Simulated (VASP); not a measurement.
## GaP: single point with PBEsol

Crystal: GaP.

```
CELL_PARAMETERS angstrom
0.00000 2.60080 2.74345
2.74345 0.00000 2.74345
2.74345 2.60080 0.00000
ATOMIC_POSITIONS crystal
Ga 0.00000 0.00000 0.00000
P 0.75000 0.75000 0.75000
```

This cell differs from its parent crystal: volume 19.575 Å^3 an atom, c/a of the conventional cell 0.9480.

```yaml
Program: VASP 6.6.1
Task: single point
Functional: PBEsol
Potentials_or_basis: VASP PAW PBE potentials, release 64 (Ga_d, P)
Cutoff: 520 eV
k_mesh: 10 × 10 × 10
Occupations: gaussian, width 0.05 eV
Spin: no spin polarisation
```

| Quantity | Value |
| --- | --- |
| Pressure | 2.3 GPa |
| Band gap on the k mesh | 0.92 eV, indirect (least direct gap 1.82 eV) |

Stress tensor (GPa, compression positive):
```
1.07 0.00 0.00
0.00 4.66 0.00
0.00 0.00 1.07
```

Levels at points of the mesh, in eV from the valence-band top:
```
           k point  band 6  band 7  band 8  band 9  band 10  band 11  band 12  band 13
(0.00, 0.00, 0.00)  -12.96   -0.28   -0.28    0.00     1.82     3.58     3.69     3.69
(0.50, 0.00, 0.00)  -10.76   -7.07   -1.58   -1.15     1.44     4.24     4.75     7.99
(0.50, 0.50, 0.00)   -9.89   -7.27   -2.90   -2.86     1.40     1.67    10.42    10.44
(0.50, 0.00, 0.50)   -9.64   -6.90   -3.26   -3.26     1.02     1.15    10.58    10.58
```

Wall time 65 s on 1 thread of Intel(R) Xeon(R) Platinum 8259CL CPU @ 2.50GHz (Skylake/Cascade Lake), on a shared host, peak memory 0.2 GiB.

Caveat: the PAW data sets were made with another functional, which shifts forces and pressure a little. A k mesh can miss the band edges.
